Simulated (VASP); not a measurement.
# Hg (Im-3m) in VASP: a series of runs

Runs on Hg. Level: LDA. Tasks: single point.

Program: VASP 6.6.1. These are calculated values, not measurements. Logs are shortened: lines on timing, memory, paths and dates and some standing lists are left out, and cuts for length are marked.

## 1. The cell of the first run

It takes space group Im-3m (No. 229, cubic). The conventional cell has a = 3.414 Å, b = 3.414 Å, c = 3.414 Å, α = 90.00°, β = 90.00°, γ = 90.00°. Within 3.9 Å of Hg (site symmetry m-3m) lie 14 Hg at 2.96 to 3.41 Å.

## 2. Single point, LDA

Contents of INCAR:

```
PREC     = Accurate       # precision mode
ENCUT    = 550            # plane-wave cutoff, eV
EDIFF    = 1E-6           # SCF threshold, eV
ISMEAR   = -1             # smearing method
SIGMA    = 0.1            # smearing width, eV
LREAL    = F              # projectors in reciprocal space
LASPH    = T              # aspherical terms in the spheres
NELM     = 120            # most SCF steps
ALGO     = Normal         # electronic algorithm
ISIF     = 2              # what is computed and relaxed
LWAVE    = F              # write WAVECAR
LCHARG   = F              # write CHGCAR
GGA      = CA             # functional
NBANDS   = 16             # bands
GGA_COMPAT= F
```

Contents of KPOINTS:

```
Automatic mesh
0
Gamma
  16 16 16
```

Contents of POSCAR:

```
Hg
1.0
   -1.7068276833      1.7068276833      1.7068276833
    1.7068276833     -1.7068276833      1.7068276833
    1.7068276833      1.7068276833     -1.7068276833
Hg
1
Direct
    0.0000000000      0.0000000000      0.0000000000
```

Potentials or basis: VASP PAW LDA potentials, release 64 (Hg_sv_GW).

Run with:

```
> cat potpaw_LDA.64/Hg_sv_GW/POTCAR > POTCAR
> mpirun -np 1 vasp_std > vasp.out
```

OUTCAR:

```text
PREC = Accurate
   ENCUT = 550
   EDIFF = 1E-6
   ISMEAR = -1
   LREAL = F
   LASPH = T
   NELM = 120
   ISIF = 2
   GGA = CA

 ion  position               nearest neighbor table
   1  0.000  0.000  0.000-

  LATTYP: Found a body centered cubic cell.
 ALAT       =     3.4136553666

  Lattice vectors:

 A1 = (  -1.7068276833,   1.7068276833,   1.7068276833)
 A2 = (   1.7068276833,  -1.7068276833,   1.7068276833)
 A3 = (   1.7068276833,   1.7068276833,  -1.7068276833)

Analysis of symmetry for initial positions (statically):
=====================================================================
 Subroutine PRICEL returns:
 Original cell was already a primitive cell.

 Routine SETGRP: Setting up the symmetry group for a
 body centered cubic supercell.

 Subroutine GETGRP returns: Found 48 space group operations
 (whereof 48 operations were pure point group operations)
 out of a pool of 48 trial point group operations.

The static configuration has the point symmetry O_h .

Analysis of symmetry for dynamics (positions and initial velocities):
=====================================================================
 Subroutine PRICEL returns:
 Original cell was already a primitive cell.

 Routine SETGRP: Setting up the symmetry group for a
 body centered cubic supercell.

 Subroutine GETGRP returns: Found 48 space group operations
 (whereof 48 operations were pure point group operations)
 out of a pool of 48 trial point group operations.

The dynamic configuration has the point symmetry O_h .

 Subroutine INISYM returns: Found 48 space group operations
 (whereof 48 operations are pure point group operations),
 and found     1 'primitive' translations

----------------------------------------------------------------------------------------

                                     Primitive cell

  volume of cell :      19.8897

  direct lattice vectors                    reciprocal lattice vectors
    -1.706827683  1.706827683  1.706827683     0.000000000  0.292941112  0.292941112
     1.706827683 -1.706827683  1.706827683     0.292941112  0.000000000  0.292941112
     1.706827683  1.706827683 -1.706827683     0.292941112  0.292941112  0.000000000

  length of vectors
     2.956312267  2.956312267  2.956312267     0.414281294  0.414281294  0.414281294

  position of ions in fractional coordinates (direct lattice)
     0.000000000  0.000000000  0.000000000

  ion indices of the primitive-cell ions
   primitive index   ion index
                 1           1

----------------------------------------------------------------------------------------

 KPOINTS: Automatic mesh

Automatic generation of k-mesh.
 Grid dimensions read from file:
 generate k-points for:   16   16   16

 Generating k-lattice:

  Cartesian coordinates                     Fractional coordinates (reciprocal lattice)
     0.000000000  0.018308820  0.018308820     0.062500000  0.000000000  0.000000000
     0.018308820  0.000000000  0.018308820     0.000000000  0.062500000  0.000000000
     0.018308820  0.018308820  0.000000000     0.000000000  0.000000000  0.062500000

  Length of vectors
     0.025892581  0.025892581  0.025892581

  Shift w.r.t. Gamma in fractional coordinates (k-lattice)
     0.000000000  0.000000000  0.000000000

 Subroutine IBZKPT returns following result:
 ===========================================

 Found    145 irreducible k-points:

 Following reciprocal coordinates:
            Coordinates               Weight
  0.000000  0.000000  0.000000      1.000000
  0.062500  0.000000  0.000000     12.000000
  0.125000  0.000000  0.000000     12.000000
  0.187500  0.000000  0.000000     12.000000
  0.250000  0.000000  0.000000     12.000000
  0.312500  0.000000  0.000000     12.000000
[... 16 lines left out ...]
  0.187500  0.187500  0.000000     24.000000
  0.250000  0.187500  0.000000     48.000000
 [... further k-points ...]
   k-points           NKPTS =    145   k-points in BZ     NKDIM =    145   number of bands    NBANDS=     16
   number of dos      NEDOS =    301   number of ions     NIONS =      1
   total plane-waves  NPLWV =  13824
   dimension x,y,z NGX =    24 NGY =   24 NGZ =   24
   dimension x,y,z NGXF=    48 NGYF=   48 NGZF=   48
   ions per type =               1
   NGX,Y,Z   is equivalent  to a cutoff of  13.50, 13.50, 13.50 a.u.
   NGXF,Y,Z  is equivalent  to a cutoff of  26.99, 26.99, 26.99 a.u.
 SYSTEM =  unknown system
   PREC   = accura    normal or accurate (medium, high low for compatibility)
   ISTART =      0    job   : 0-new  1-cont  2-samecut
   ICHARG =      2    charge: 1-file 2-atom 10-const
   ISPIN  =      1    spin polarized calculation?
   LNONCOLLINEAR =      F non collinear calculations
   LSORBIT =      F    spin-orbit coupling
   LASPH  =      T    aspherical Exc in radial PAW
   ENCUT  =  550.0 eV  40.42 Ry    6.36 a.u.   5.65  5.65  5.65*2*pi/ulx,y,z
   NELM   =    120;   NELMIN=  2; NELMDL= -5     # of ELM steps
   EDIFF  = 0.1E-05   stopping-criterion for ELM
   LREAL  =      F    real-space projection
   EDIFFG = 0.1E-04   stopping-criterion for IOM
   NSW    =      0    number of steps for IOM
   IBRION =     -1    ionic relax: 0-MD 1-quasi-New 2-CG
   NFREE  =      0    steps in history (QN), initial steepest desc. (CG)
   ISIF   =      2    stress and relaxation
   ISYM   =      2    0-nonsym 1-usesym 2-fastsym
   POTIM  = 0.5000    time-step for ionic-motion
   TEBEG  =    0.0;   TEEND  =   0.0 temperature during run
   PSTRESS=    0.0 pullay stress
   NELECT =      20.0000    total number of electrons
   NUPDOWN=      -1.0000    fix difference up-down
   EMIN   =  10.00;   EMAX   =-10.00  energy-range for DOS
   EFERMI =   0.00;   METHOD = LEGACY
   ISMEAR =    -1;   SIGMA  =   0.10  broadening in eV -4-tet -1-fermi 0-gaus
   EFERMI_NEDOS =   21; number of points for ismear=-14 and -15
   IALGO  =     38    algorithm
   IMIX   =      4    mixing-type and parameters
     AMIX     =   0.40;   BMIX     =  1.00
     AMIX_MAG =   1.60;   BMIX_MAG =  1.00
  volume/ion in A,a.u.               =      19.89       134.22
  Fermi-wavevector in a.u.,A,eV,Ry     =   1.640118  3.099374 36.599506  2.689988
  Thomas-Fermi vector in A             =   2.730810
   LORBIT       =      0    0 simple, 1 ext, 2 COOP (PROOUT), +10 PAW based schemes
   GGA     = CA    functional components
   LHFCALC =     F    Hartree Fock is set to
   AEXX    =    0.0000 exact exchange contribution
   IVDW    =     0    specifies the selected vdW correction
   LEPSILON=     F    determine dielectric tensor
   LRPA    =     F    only Hartree local field effects (RPA)
 non-spin polarized calculation
  energy-cutoff  :      550.00
  volume of cell :       19.89
 maximum number of plane-waves:       603
   NGX = 11   NGY = 11   NGZ = 11

 number of electron      19.9999999 magnetization

 Free energy of the ion-electron system (eV)
  ---------------------------------------------------
  ext. energy  EPLUGINS =         0.00000000
  ---------------------------------------------------
  free energy    TOTEN  =        -0.88536063 eV

  energy without entropy =       -0.87531765  energy(sigma->0) =       -0.88033914

 E-fermi :   7.8781     XC(G=0): -12.7532

 val. band max:        7.8667950042   @ k =  -0.4375   0.5000   0.0625
 cond. band min:       7.9096363548   @ k =  -0.3750  -0.4375   0.1875
 fundamental gap:      0.0428413507
 Fermi energy:         7.8781031846

 k-point     1 :       0.0000    0.0000    0.0000
  band No.  band energies     occupation
      1    -107.0168      2.00000
      2     -55.5935      2.00000
      3     -55.5935      2.00000
      4     -55.5935      2.00000
      5      -2.8068      2.00000
      6       0.0398      2.00000
[... 8 lines left out ...]
     15      26.4956      0.00000
     16      26.4956      0.00000

 k-point     2 :       0.0625    0.0000    0.0000
  band No.  band energies     occupation
      1    -107.0166      2.00000
      2     -55.5965      2.00000
      3     -55.5946      2.00000
      4     -55.5934      2.00000
      5      -2.6836      2.00000
      6       0.0130      2.00000
[... 8 lines left out ...]
     15      25.7540      0.00000
     16      25.9826      0.00000

 k-point     3 :       0.1250    0.0000    0.0000
  band No.  band energies     occupation
      1    -107.0162      2.00000
      2     -55.6057      2.00000
      3     -55.5980      2.00000
      4     -55.5931      2.00000
      5      -2.3294      2.00000
      6      -0.0628      2.00000
[... 8 lines left out ...]
     15      24.7429      0.00000
     16      25.0545      0.00000

 k-point     4 :       0.1875    0.0000    0.0000
  band No.  band energies     occupation
      1    -107.0156      2.00000
      2     -55.6192      2.00000
      3     -55.6033      2.00000
      4     -55.5930      2.00000
      5      -1.8132      2.00000
      6      -0.1739      2.00000
[... 8 lines left out ...]
     15      23.7996      0.00000
     16      25.2950      0.00000

 k-point     5 :       0.2500    0.0000    0.0000
  band No.  band energies     occupation
      1    -107.0149      2.00000
      2     -55.6353      2.00000
      3     -55.6094      2.00000
      4     -55.5925      2.00000
      5      -1.3404      2.00000
      6      -0.3018      2.00000
[... 8 lines left out ...]
     15      23.8936      0.00000
     16      26.1991      0.00000

 k-point     6 :       0.3125    0.0000    0.0000
  band No.  band energies     occupation
      1    -107.0143      2.00000
      2     -55.6512      2.00000
      3     -55.6155      2.00000
      4     -55.5922      2.00000
      5      -1.1566      2.00000
      6      -0.4264      2.00000
[... 8 lines left out ...]
     15      24.3905      0.00000
     16      27.4901      0.00000

 k-point     7 :       0.3750    0.0000    0.0000
  band No.  band energies     occupation
      1    -107.0137      2.00000
      2     -55.6647      2.00000
      3     -55.6207      2.00000
      4     -55.5920      2.00000
      5      -1.1736      2.00000
      6      -0.5296      2.00000
[... 8 lines left out ...]
     15      24.8088      0.00000
     16      28.6184      0.00000

 k-point     8 :       0.4375    0.0000    0.0000
  band No.  band energies     occupation
      1    -107.0133      2.00000
      2     -55.6737      2.00000
      3     -55.6241      2.00000
      4     -55.5918      2.00000
      5      -1.2301      2.00000
      6      -0.5974      2.00000
[... 8 lines left out ...]
     15      25.0773      0.00000
     16      28.1608      0.00000

 k-point     9 :       0.5000    0.0000    0.0000
  band No.  band energies     occupation
      1    -107.0131      2.00000
      2     -55.6770      2.00000
      3     -55.6255      2.00000
      4     -55.5918      2.00000
      5      -1.2552      2.00000
      6      -0.6209      2.00000
[... 8 lines left out ...]
     15      25.1693      0.00000
     16      27.9919      0.00000
[... 172 lines left out ...]
 k-point    19 :       0.2500    0.1250   -0.0000
  band No.  band energies     occupation
      1    -107.0140      2.00000
      2     -55.6527      2.00000
      3     -55.6161      2.00000
      4     -55.5969      2.00000
      5      -0.9141      2.00000
      6      -0.3348      2.00000
[... 8 lines left out ...]
     15      26.5731      0.00000
     16      27.2513      0.00000

 k-point    20 :       0.3125    0.1250    0.0000
  band No.  band energies     occupation
      1    -107.0135      2.00000
      2     -55.6633      2.00000
      3     -55.6225      2.00000
      4     -55.5968      2.00000
      5      -0.9528      2.00000
      6      -0.4378      2.00000
[... 8 lines left out ...]
     15      26.8807      0.00000
     16      27.4791      0.00000

 k-point    21 :       0.3750    0.1250    0.0000
  band No.  band energies     occupation
      1    -107.0131      2.00000
      2     -55.6704      2.00000
      3     -55.6269      2.00000
      4     -55.5967      2.00000
      5      -1.0176      2.00000
      6      -0.5024      2.00000
[... 8 lines left out ...]
     15      26.9923      0.00000
     16      27.5286      0.00000

 k-point    22 :       0.4375    0.1250    0.0000
  band No.  band energies     occupation
      1    -107.0130      2.00000
      2     -55.6730      2.00000
      3     -55.6285      2.00000
      4     -55.5967      2.00000
      5      -1.0447      2.00000
      6      -0.5242      2.00000
[... 8 lines left out ...]
     15      27.0216      0.00000
     16      27.5027      0.00000

 k-point    23 :       0.1875    0.1875    0.0000
  band No.  band energies     occupation
      1    -107.0141      2.00000
      2     -55.6504      2.00000
      3     -55.6148      2.00000
      4     -55.5989      2.00000
      5      -0.8101      2.00000
      6      -0.1485      2.00000
[... 8 lines left out ...]
     15      26.5009      0.00000
     16      28.3560      0.00000

 k-point    24 :       0.2500    0.1875    0.0000
  band No.  band energies     occupation
      1    -107.0135      2.00000
      2     -55.6590      2.00000
      3     -55.6221      2.00000
      4     -55.6000      2.00000
      5      -0.7794      2.00000
      6      -0.2434      2.00000
[... 8 lines left out ...]
     15      26.8483      0.00000
     16      28.9958      0.00000

 [... further k-points ...]

------------------------ aborting loop because EDIFF is reached ----------------------------------------

  FORCE on cell =-STRESS in cart. coord.  units (eV):
  Direction    XX          YY          ZZ          XY          YZ          ZX
  --------------------------------------------------------------------------------------
  -------------------------------------------------------------------------------------
  Total        1.1903123      1.1903123      1.1903123     -0.0000000     -0.0000000      0.0000000
  in kB       95.8831933     95.8831933     95.8831933     -0.0000000     -0.0000000      0.0000000
  external PRESSURE =      95.8831933 kB  Pullay stress =       0.0000000 kB

 VOLUME and BASIS-vectors are now :
 -----------------------------------------------------------------------------
  energy-cutoff  :      550.00
  volume of cell :       19.89
      direct lattice vectors                 reciprocal lattice vectors
    -1.706827683  1.706827683  1.706827683     0.000000000  0.292941112  0.292941112
     1.706827683 -1.706827683  1.706827683     0.292941112  0.000000000  0.292941112
     1.706827683  1.706827683 -1.706827683     0.292941112  0.292941112  0.000000000

 POSITION                                       TOTAL-FORCE (eV/Angst)
 -----------------------------------------------------------------------------------
      0.00000      0.00000      0.00000        -0.000000      0.000000      0.000000
 -----------------------------------------------------------------------------------
    total drift:                                0.000000      0.000000      0.000000

  FREE ENERGIE OF THE ION-ELECTRON SYSTEM (eV)
  ---------------------------------------------------
  free  energy   TOTEN  =        -0.8853606346 eV

  energy  without entropy=       -0.8753176476  energy(sigma->0) =       -0.88033914
```

Wall time 24 s (1 thread of Intel Xeon Platinum 8259CL at 2.50GHz (Skylake/Cascade Lake), shared host); peak memory 0.18 GiB.

What came out:

| Item | Value |
| --- | --- |
| Free energy | -0.8854 eV |
| Pressure | 9.6 GPa |
| Band gap on the k mesh | zero (bands 10 and 11 overlap by 4.52 eV) |

Caveat: the cell stands under pressure; spin-orbit coupling is left out, which moves the levels of the heavy elements.

## 3. Single point, LDA (19.89 Å³/atom)

Contents of INCAR:

```
SYSTEM = Hg
  PREC = Accurate
  ENCUT = 550
  EDIFF = 1E-6
  ISMEAR = -1
  SIGMA = 0.1
  LREAL = .FALSE.
  LASPH = .TRUE.
  NELM = 120
  ALGO = Normal
  ISIF = 2
  LWAVE = .FALSE.
  LCHARG = .FALSE.
  GGA = CA
  NBANDS = 16
  GGA_COMPAT = .FALSE.
```

Contents of KPOINTS:

```
regular mesh
0
G
  16 16 16
  0 0 0
```

POSCAR is that of step 2.

Potentials or basis: VASP PAW LDA potentials, release 64 (Hg_sv_GW).

Run with:

```
> cat potpaw_LDA.64/Hg_sv_GW/POTCAR > POTCAR
> mpirun -np 1 vasp_std > vasp.out
```

It took 33 s on 1 thread of Intel Xeon Platinum 8375C at 2.90GHz (Ice Lake), shared host; peak memory 0.18 GiB.

The run converged. Its results:

```
Free energy            : -0.8854 eV
Pressure               : 9.6 GPa
Band gap on the k mesh : zero (bands 10 and 11 overlap by 4.52 eV)
```

Levels at points of the mesh, in eV from the Fermi level:
```csv
k point,band 6,band 7,band 8,band 9,band 10,band 11,band 12,band 13,band 14,band 15
"(0.00, 0.00, 0.00)",-7.84,-7.84,-7.84,-6.58,-6.58,14.60,14.60,14.60,18.62,18.62
"(0.50, 0.00, 0.00)",-8.50,-6.67,-6.49,-5.64,-2.25,-0.78,10.14,10.24,16.70,17.29
"(0.50, 0.50, 0.50)",-8.92,-5.87,-5.87,-5.87,3.74,3.74,3.74,4.67,11.35,11.35
```

Caveat: the cell stands under pressure; spin-orbit coupling is left out, which moves the levels of the heavy elements.

The gap in the log of VASP goes by the Fermi energy; the results here count the filled bands.